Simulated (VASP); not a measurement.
# GeAs5: single point with PBE

The system is GeAs5.

```
CELL_PARAMETERS angstrom
5.18551 0.00000 0.00000
0.00000 5.18551 0.00000
0.00000 0.00000 5.20272
ATOMIC_POSITIONS crystal
Ge 0.00000 0.00000 0.50000
As 0.00000 0.50000 0.50000
As 0.50000 0.00000 0.50000
As 0.50000 0.50000 0.50000
As 0.50000 0.50000 0.00000
As 0.00000 0.00000 0.00000
```

The cell was built from a structure type or drawn by symmetry, and may not be a known phase.

```
Program                : VASP 6.6.1
Task                   : single point
Functional             : PBE
Potentials or basis    : VASP PAW PBE potentials, release 64 (Ge_d, As)
Cutoff                 : 520 eV
k mesh                 : 8 × 8 × 8
Occupations            : gaussian, width 0.1 eV
Spin                   : no spin polarisation
Dipole correction      : no
Further INCAR settings : ALGO = Normal; EDIFF = 1e-06; NBANDS = 28
```

```json
{"Pressure": "0.1 GPa", "Band gap on the k mesh": "zero (an odd number of electrons rules out a gap without spin polarisation)"}
```

Levels at points of the mesh, in eV from the Fermi level:
```tsv
k point	band 17	band 18	band 19	band 20	band 21	band 22	band 23	band 24
(0.00, 0.00, 0.00)	-3.01	-0.93	-0.93	-0.18	1.12	1.53	1.53	3.65
(0.50, 0.00, 0.00)	-1.30	-0.29	-0.21	0.02	0.10	0.39	0.41	2.82
(0.50, 0.50, 0.00)	-1.34	-0.55	-0.55	-0.23	0.01	0.86	1.71	1.71
(0.00, 0.00, 0.50)	-2.06	-1.77	-0.82	0.39	0.75	0.75	1.33	1.65
(0.50, 0.00, 0.50)	-0.96	-0.89	-0.65	-0.04	0.67	0.75	0.81	2.13
(0.50, 0.50, 0.50)	0.01	0.01	0.05	0.34	1.30	1.30	1.37	1.37
```

It took 6.1 min on 1 thread of Intel Xeon 8259CL (shared host), peak memory 0.41 GiB.
